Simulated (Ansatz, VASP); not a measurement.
Two plane-wave programs on KZnF3

```
K Zn F
1.0
     4.54620    0.00000    0.00000
     0.00000    4.54620    0.00000
     0.00000    0.00000    3.21416
K Zn F
1 1 3
Direct
  0.00000 0.00000 0.00000
  0.50000 0.50000 0.50000
  0.50000 0.50000 0.00000
  0.00000 0.50000 0.50000
  0.50000 0.00000 0.50000
```

Alike in both runs: task single point; functional r2SCAN; k mesh 6 × 6 × 6; occupations gaussian, width 0.05 eV; no spin polarisation.

```csv
,VASP,Ansatz
version,VASP 6.6.1,Ansatz 0.2.0
potentials or method,"VASP PAW PBE potentials, release 64 (K_sv, Zn, F), cutoff 520 eV","scalar-relativistic, plane waves, PAW"
valence electrons in the cell,42,42
```

VASP gave:

```
gap on the k mesh at the Fermi level (eV)                     : 4.40
least direct gap on the mesh (eV)                             : 6.24
pressure (GPa)                                                : 18.1
traceless stress, the component that is largest in VASP (GPa) : 46.35
```

Q: Estimate Ansatz's values.

A: gap on the k mesh at the Fermi level (eV): 4.42; least direct gap on the mesh (eV): 6.26; pressure (GPa): 16.9; traceless stress, the component that is largest in VASP (GPa): 44.08.

VASP's potentials were made for PBE, not for r2SCAN.
